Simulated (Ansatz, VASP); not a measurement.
CdTe in VASP and in Ansatz

File INCAR:

```
PREC = Accurate ; ENCUT = 500
EDIFF = 1E-6 ; ISMEAR = 0
SIGMA = 0.05 ; LREAL = False
LASPH = True ; NELM = 120
ALGO = Normal ; ISIF = 2
LWAVE = False ; LCHARG = False
GGA = PS ; NBANDS = 16
GGA_COMPAT = False
```

Contents of KPOINTS:

```
regular mesh
0
Gamma
  4 4 4
```

File POSCAR:

```
CdTe
1.0
    0.0000000000      3.3564327535      3.3564327535
    3.3564327535      0.0000000000      3.3564327535
    3.3564327535      3.3564327535      0.0000000000
Cd Te
1 1
Direct
    0.0000000000      0.0000000000      0.0000000000
    0.2500000000      0.2500000000      0.2500000000
```

Input for Ansatz:

```yaml
crystal:
  lattice:
    - [0.0, 3.3564327535, 3.3564327535]
    - [3.3564327535, 0.0, 3.3564327535]
    - [3.3564327535, 3.3564327535, 0.0]
  atoms:
    - { symbol: Cd, position: [0.0, 0.0, 0.0] }
    - { symbol: Te, position: [0.25, 0.25, 0.25] }
basis:
  ecutwfc: 420
kpoints:
  mp_grid: { grid: [4, 4, 4] }
hamiltonian:
  xc: pbesol
scf:
  occupations: { method: gaussian, width: 0.05 }
output:
  forces: true
  stress: true
  eigenvalues: true
```

Alike in both runs: task single point; functional PBEsol; k mesh 4 × 4 × 4; occupations gaussian, width 0.05 eV; no spin polarisation.

```csv
,VASP,Ansatz
version,VASP 6.6.1,Ansatz 0.2.0
potentials or method,"VASP PAW PBE potentials, release 64 (Cd, Te), cutoff 500 eV","scalar-relativistic, plane waves, PAW"
valence electrons in the cell,18,36
```

Ansatz gave:

```
gap on the k mesh at the Fermi level (eV) : 0.34
least direct gap on the mesh (eV)         : 0.34
pressure (GPa)                            : -3.1
```

**Question.** Which values does VASP return?

**Answer.** gap on the k mesh at the Fermi level (eV): 0.34; least direct gap on the mesh (eV): 0.34; pressure (GPa): -3.0.

VASP's potentials were made for PBE, not for PBEsol. VASP's potentials hold 18 valence electrons a cell and Ansatz's 36, so a difference there can come from the potentials and not from the codes.

Spin-orbit coupling is off throughout.
